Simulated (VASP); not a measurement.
# ZnS (P2_1) in VASP: notebook, part 2 of 2

VASP 6.6.1. Earlier steps stand in the parts before.

### 3 Single point, PBE (strain +0.0175 x Voigt [0, 0, 0, 0, 0, 1])

The input, INCAR:

```
SYSTEM = ZnS
ALGO     = Normal         ! electronic algorithm
EDIFF    = 1E-7           ! SCF threshold, eV
ENCUT    = 520            ! plane-wave cutoff, eV
GGA      = PE             ! functional
ISIF     = 2              ! what is computed and relaxed
ISMEAR   = 0              ! smearing method
LASPH    = .TRUE.         ! aspherical terms in the spheres
LCHARG   = .FALSE.        ! write CHGCAR
LREAL    = .FALSE.        ! projectors in reciprocal space
LWAVE    = .FALSE.        ! write WAVECAR
NBANDS   = 26             ! bands
NELM     = 100            ! most SCF steps
PREC     = Accurate       ! precision mode
SIGMA    = 0.05           ! smearing width, eV
```

The input, KPOINTS:

```
k-points
0
G
  12 12 6
  0 0 0
```

The input, POSCAR:

```
ZnS
1.0
    3.8109987816      0.0333462393      0.0000000000
   -1.8766207004      3.2837486390      0.0000000000
    0.0000000000      0.0000000000      6.2340000000
Zn S
2 2
Direct
    0.3333333333      0.6666666667      0.0000000000
    0.6666666667      0.3333333333      0.5000000000
    0.3333333333      0.6666666667      0.3850000000
    0.6666666667      0.3333333333      0.8850000000
```

Potentials or basis: VASP PAW PBE potentials, release 64 (Zn, S).

The run is started by

```console
$ cat potpaw_PBE.64/Zn/POTCAR potpaw_PBE.64/S/POTCAR > POTCAR
$ mpirun -np 1 vasp_std > vasp.out
```

OUTCAR:

```text
SYSTEM = ZnS
   EDIFF = 1E-7
   ENCUT = 520
   GGA = PE
   ISIF = 2
   ISMEAR = 0
   LASPH = .TRUE.
   LREAL = .FALSE.
   NELM = 100
   PREC = Accurate

 ion  position               nearest neighbor table
   1  0.333  0.667  0.000-   4 2.30   4 2.31   4 2.33   3 2.40
   2  0.667  0.333  0.500-   3 2.30   3 2.31   3 2.33   4 2.40
   3  0.333  0.667  0.385-   2 2.30   2 2.31   2 2.33   1 2.40
   4  0.667  0.333  0.885-   1 2.30   1 2.31   1 2.33   2 2.40

  Warning from LATTYP: Monoclinic adjustment (A1->A3, A2->A1, A3->A2)!
  LATTYP: Found a simple monoclinic cell.
 ALAT       =     3.7821568420
 B/A-ratio  =     1.6482658601
 C/A-ratio  =     1.0076643640
 COS(beta)  =    -0.4885617497

  Lattice vectors:

 A1 = (  -1.8766207004,   3.2837486390,   0.0000000000)
 A2 = (   0.0000000000,   0.0000000000,   6.2340000000)
 A3 = (   3.8109987816,   0.0333462393,   0.0000000000)

Analysis of symmetry for initial positions (statically):
=====================================================================
 Subroutine PRICEL returns:
 Original cell was already a primitive cell.

 Routine SETGRP: Setting up the symmetry group for a
 simple monoclinic supercell.

 Subroutine GETGRP returns: Found  2 space group operations
 (whereof  1 operations were pure point group operations)
 out of a pool of  4 trial point group operations.

The static configuration has the point symmetry C_1 .
 The point group associated with its full space group is C_2 .

Analysis of symmetry for dynamics (positions and initial velocities):
=====================================================================
 Subroutine PRICEL returns:
 Original cell was already a primitive cell.

 Routine SETGRP: Setting up the symmetry group for a
 simple monoclinic supercell.

 Subroutine GETGRP returns: Found  2 space group operations
 (whereof  1 operations were pure point group operations)
[... 123 lines left out ...]
   EFERMI_NEDOS =   21; number of points for ismear=-14 and -15
   IALGO  =     38    algorithm
   IMIX   =      4    mixing-type and parameters
     AMIX     =   0.40;   BMIX     =  1.00
     AMIX_MAG =   1.60;   BMIX_MAG =  1.00
  volume/ion in A,a.u.               =      19.60       132.28
  Fermi-wavevector in a.u.,A,eV,Ry     =   1.262976  2.386678 21.702764  1.595108
  Thomas-Fermi vector in A             =   2.396357
   LORBIT       =      0    0 simple, 1 ext, 2 COOP (PROOUT), +10 PAW based schemes
   GGA     = PE    functional components
   LHFCALC =     F    Hartree Fock is set to
   AEXX    =    0.0000 exact exchange contribution
   IVDW    =     0    specifies the selected vdW correction
   LEPSILON=     F    determine dielectric tensor
   LRPA    =     F    only Hartree local field effects (RPA)
 non-spin polarized calculation
 Gauss-broadening in eV      SIGMA  =   0.05
  energy-cutoff  :      520.00
  volume of cell :       78.40
 maximum number of plane-waves:      2134
   NGX = 15   NGY = 15   NGZ = 23

 number of electron      35.9999981 magnetization

 Free energy of the ion-electron system (eV)
  ---------------------------------------------------
  ext. energy  EPLUGINS =         0.00000000
  ---------------------------------------------------
  free energy    TOTEN  =       -13.64956463 eV

  energy without entropy =      -13.64956463  energy(sigma->0) =      -13.64956463

 E-fermi :   2.4512     XC(G=0):  -9.6517

 val. band max:        2.1840153554   @ k =   0.0000   0.0000   0.0000
 cond. band min:       4.4140242104   @ k =   0.0000   0.0000   0.0000
 fundamental gap:      2.2300088550
 Fermi energy:         2.4511847272

 k-point     1 :       0.0000    0.0000    0.0000
  band No.  band energies     occupation
      1     -11.0314      2.00000
      2     -10.1084      2.00000
      3      -4.2089      2.00000
      4      -4.2042      2.00000
      5      -4.1477      2.00000
      6      -4.1420      2.00000
[... 685 lines left out ...]
     25      11.3505      0.00000
     26      11.8055      0.00000

 [... further k-points ...]

------------------------ aborting loop because EDIFF is reached ----------------------------------------

  FORCE on cell =-STRESS in cart. coord.  units (eV):
  Direction    XX          YY          ZZ          XY          YZ          ZX
  --------------------------------------------------------------------------------------
  -------------------------------------------------------------------------------------
  Total        1.5752604      1.5691922      0.5514768     -0.5104710      0.0000000      0.0000000
  in kB       32.1900125     32.0660105     11.2692773    -10.4313344      0.0000000      0.0000000
  external PRESSURE =      25.1751001 kB  Pullay stress =       0.0000000 kB

 VOLUME and BASIS-vectors are now :
 -----------------------------------------------------------------------------
  energy-cutoff  :      520.00
  volume of cell :       78.40
      direct lattice vectors                 reciprocal lattice vectors
     3.810998782  0.033346239  0.000000000     0.261092806  0.149211227  0.000000000
    -1.876620700  3.283748639  0.000000000    -0.002651379  0.303014779  0.000000000
     0.000000000  0.000000000  6.234000000     0.000000000  0.000000000  0.160410651

 POSITION                                       TOTAL-FORCE (eV/Angst)
 -----------------------------------------------------------------------------------
      0.01925      2.20028      0.00000        -0.103772      0.003051      0.325330
      1.91513      1.11681      3.11700         0.103772     -0.003051      0.325330
      0.01925      2.20028      2.40009        -0.129001      0.003167     -0.325330
      1.91513      1.11681      5.51709         0.129001     -0.003167     -0.325330
 -----------------------------------------------------------------------------------
    total drift:                               -0.000000     -0.000001      0.000486

  FREE ENERGIE OF THE ION-ELECTRON SYSTEM (eV)
  ---------------------------------------------------
  free  energy   TOTEN  =       -13.6495646298 eV

  energy  without entropy=      -13.6495646298  energy(sigma->0) =      -13.64956463
```

It took 4.6 min on 1 thread of Intel Xeon Platinum 8488C (Sapphire Rapids), shared host; peak memory 0.56 GiB.

Results:

```
Free energy            : -13.6496 eV
Pressure               : 2.5 GPa
Largest force          : 0.350 eV/Å
Band gap on the k mesh : 2.23 eV
```

Forces in eV/Å, atoms in the order of the input:
```
Zn  -0.104  0.003  0.325
Zn   0.104 -0.003  0.325
S   -0.129  0.003 -0.325
S    0.129 -0.003 -0.325
```

Caveat: the cell differs from its parent crystal (strain +0.0175 x Voigt [0, 0, 0, 0, 0, 1]).

### 4 Single point, PBE (strain +0.0075 x Voigt [0, 0, 0, 0, 0, 1])

The input, INCAR:

```
SYSTEM = ZnS
  PREC = Accurate
  ENCUT = 520
  EDIFF = 1E-7
  ISMEAR = 0
  SIGMA = 0.05
  LREAL = .False.
  LASPH = .True.
  NELM = 80
  ALGO = Normal
  ISIF = 2
  LWAVE = .False.
  LCHARG = .False.
  GGA = PE
  NBANDS = 26
```

The input, KPOINTS:

```
Automatic mesh
0
Gamma
  12 12 6
  0 0 0
```

POSCAR, as its differences from that of step 3:

```diff
@@ -2,4 +2,4 @@
 1.0
-    3.8109987816      0.0333462393      0.0000000000
-   -1.8766207004      3.2837486390      0.0000000000
+    3.8109987816      0.0142912454      0.0000000000
+   -1.8931228092      3.2932761359      0.0000000000
     0.0000000000      0.0000000000      6.2340000000
```

The run is started by

```console
$ cat potpaw_PBE.64/Zn/POTCAR potpaw_PBE.64/S/POTCAR > POTCAR
$ mpirun -np 1 vasp_std > vasp.out
```

It took 4.1 min on 1 thread of Intel Xeon 6975P-C (Granite Rapids), shared host; peak memory 0.55 GiB.

The run converged. Its results:

| Item | Value |
| --- | --- |
| Free energy | -13.6533 eV |
| Pressure | 2.5 GPa |
| Largest force | 0.328 eV/Å |
| Band gap on the k mesh | 2.25 eV |

Forces on the atoms (eV/Å):
```
Zn  -0.044  0.001  0.323
Zn   0.044 -0.001  0.323
S   -0.055  0.001 -0.323
S    0.055 -0.001 -0.323
```

Stress tensor (GPa, compression positive):
```
 3.19 -0.45  0.00
-0.45  3.18  0.00
 0.00  0.00  1.12
```

Levels at points of the mesh, in eV from the valence-band top:
| k point | band 15 | band 16 | band 17 | band 18 | band 19 | band 20 | band 21 | band 22 |
| --- | --- | --- | --- | --- | --- | --- | --- | --- |
| (0.00, 0.00, 0.00) | -0.85 | -0.03 | 0.00 | 0.00 | 2.25 | 2.99 | 6.26 | 6.34 |
| (0.50, 0.00, 0.00) | -3.18 | -2.22 | -1.56 | -0.96 | 3.66 | 4.30 | 5.18 | 7.18 |
| (0.00, 0.50, 0.00) | -3.16 | -2.25 | -1.56 | -0.98 | 3.62 | 4.27 | 5.18 | 7.14 |
| (0.50, 0.50, 0.00) | -3.14 | -2.29 | -1.57 | -1.01 | 3.57 | 4.23 | 5.18 | 7.10 |
| (0.00, 0.00, 0.50) | -0.47 | -0.47 | -0.44 | -0.44 | 3.51 | 3.51 | 6.69 | 6.69 |
| (0.50, 0.00, 0.50) | -1.63 | -1.63 | -1.54 | -1.54 | 3.64 | 3.64 | 5.15 | 5.15 |
| (0.00, 0.50, 0.50) | -1.66 | -1.66 | -1.53 | -1.53 | 3.62 | 3.62 | 5.14 | 5.14 |
| (0.50, 0.50, 0.50) | -1.69 | -1.69 | -1.53 | -1.53 | 3.59 | 3.59 | 5.14 | 5.14 |

Caveat: the cell differs from its parent crystal (strain +0.0075 x Voigt [0, 0, 0, 0, 0, 1]). A k mesh can miss the band edges.

### 5 Single point, PBE (strain +0.0150 x Voigt [0, 0, 0, 0, 0, 1])

The input, INCAR:

```
SYSTEM = ZnS
PREC     = Accurate       ! precision mode
ENCUT    = 520            ! plane-wave cutoff, eV
EDIFF    = 1E-7           ! SCF threshold, eV
ISMEAR   = 0              ! smearing method
SIGMA    = 0.05           ! smearing width, eV
LREAL    = .False.        ! projectors in reciprocal space
LASPH    = .True.         ! aspherical terms in the spheres
NELM     = 100            ! most SCF steps
ALGO     = Normal         ! electronic algorithm
ISIF     = 2              ! what is computed and relaxed
LWAVE    = .False.        ! write WAVECAR
LCHARG   = .False.        ! write CHGCAR
GGA      = PE             ! functional
NBANDS   = 26             ! bands
```

The input, KPOINTS:

```
regular mesh
0
Gamma
  12 12 6
  0 0 0
```

POSCAR, as its differences from that of step 4:

```diff
@@ -2,4 +2,4 @@
 1.0
-    3.8109987816      0.0142912454      0.0000000000
-   -1.8931228092      3.2932761359      0.0000000000
+    3.8109987816      0.0285824909      0.0000000000
+   -1.8807462276      3.2861305132      0.0000000000
     0.0000000000      0.0000000000      6.2340000000
```

The run is started by

```console
$ cat potpaw_PBE.64/Zn/POTCAR potpaw_PBE.64/S/POTCAR > POTCAR
$ mpirun -np 1 vasp_std > vasp.out
```

Wall time 11 min (1 thread of Intel Xeon 8259CL, shared host); peak memory 0.57 GiB.

It converged, with:

```
Free energy            : -13.6508 eV
Pressure               : 2.5 GPa
Largest force          : 0.343 eV/Å
Band gap on the k mesh : 2.23 eV
```

Forces on the atoms (eV/Å):
```
Zn  -0.089  0.002  0.325
Zn   0.089 -0.002  0.325
S   -0.111  0.002 -0.325
S    0.111 -0.002 -0.325
```

Stress tensor (GPa, compression positive):
```
 3.21 -0.89  0.00
-0.89  3.20  0.00
 0.00  0.00  1.13
```

Levels at points of the mesh, in eV from the valence-band top:
```
           k point  band 15  band 16  band 17  band 18  band 19  band 20  band 21  band 22
(0.00, 0.00, 0.00)    -0.85    -0.05    -0.02     0.00     2.23     2.98     6.21     6.36
(0.50, 0.00, 0.00)    -3.20    -2.20    -1.57    -0.94     3.69     4.32     5.17     7.21
(0.00, 0.50, 0.00)    -3.17    -2.27    -1.57    -1.00     3.60     4.25     5.17     7.12
(0.50, 0.50, 0.00)    -3.14    -2.33    -1.58    -1.05     3.51     4.19     5.17     7.04
(0.00, 0.00, 0.50)    -0.49    -0.49    -0.44    -0.44     3.50     3.50     6.64     6.64
(0.50, 0.00, 0.50)    -1.62    -1.62    -1.56    -1.56     3.65     3.65     5.15     5.15
(0.00, 0.50, 0.50)    -1.68    -1.68    -1.55    -1.55     3.60     3.60     5.13     5.13
(0.50, 0.50, 0.50)    -1.74    -1.74    -1.54    -1.54     3.55     3.55     5.12     5.12
```

Caveat: the cell differs from its parent crystal (strain +0.0150 x Voigt [0, 0, 0, 0, 0, 1]).

### 6 Summary

| cell | gap on the mesh (eV) | pressure (GPa) | largest force (eV/Å) |
| --- | --- | --- | --- |
| a = 3.811, b = 3.844, c = 6.234 Å, angles 90.0, 90.0, 120.9°, 4 atoms | 2.22 | 2.5 | 0.36 |
| a = 3.811, b = 3.782, c = 6.234 Å, angles 90.0, 90.0, 119.2°, 4 atoms | 2.23 | 2.5 | 0.35 |
| a = 3.811, b = 3.799, c = 6.234 Å, angles 90.0, 90.0, 119.7°, 4 atoms | 2.25 | 2.5 | 0.33 |
| a = 3.811, b = 3.786, c = 6.234 Å, angles 90.0, 90.0, 119.4°, 4 atoms | 2.23 | 2.5 | 0.34 |

Alike in all rows: task single point; level PBE; potentials or basis VASP PAW PBE potentials, release 64 (Zn, S); no spin polarisation; k mesh 12 × 12 × 6; cutoff (eV) 520; smearing gaussian 0.05 eV.

Absolute energies hang on the potentials; compare differences alone.
